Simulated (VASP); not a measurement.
# BRh3: single point with PBE

BRh3:

```
B Rh
1.0
     3.68572    0.00000    0.00000
     0.00000    3.68572    0.00000
     0.00000    0.00000    3.68572
B Rh
1 3
Direct
  0.00000 0.00000 0.00000
  0.00000 0.50000 0.50000
  0.50000 0.00000 0.50000
  0.50000 0.50000 0.00000
```

```json
{
  "Program": "VASP 6.6.1",
  "Task": "single point",
  "Functional": "PBE",
  "Potentials or basis": "VASP PAW PBE potentials, release 64 (B, Rh_pv)",
  "Cutoff": "520 eV",
  "k mesh": "12 × 12 × 12",
  "Occupations": "gaussian, width 0.1 eV",
  "Spin": "no spin polarisation",
  "Dipole correction": "no",
  "Further INCAR settings": "ALGO = Fast; EDIFF = 1e-06; NBANDS = 32"
}
```

| Item | Value |
| --- | --- |
| Pressure | 0.1 GPa |
| Band gap on the k mesh | zero (band 24 reaches 11.16 eV, above the bottom of band 25 at 10.51 eV) |

Levels at points of the mesh, in eV from the Fermi level:
| k point | band 22 | band 23 | band 24 | band 25 | band 26 | band 27 |
| --- | --- | --- | --- | --- | --- | --- |
| (0.00, 0.00, 0.00) | -0.27 | 0.09 | 0.09 | 1.15 | 1.64 | 1.64 |
| (0.50, 0.00, 0.00) | -1.31 | -1.31 | -0.77 | 0.23 | 1.64 | 3.77 |
| (0.50, 0.50, 0.00) | -1.64 | -0.80 | -0.46 | -0.14 | 0.06 | 2.43 |
| (0.50, 0.50, 0.50) | -1.45 | -0.64 | -0.64 | 1.16 | 1.17 | 1.17 |

Wall time 81 s on 1 thread of AMD EPYC 7R13 (shared host), peak memory 0.23 GiB.
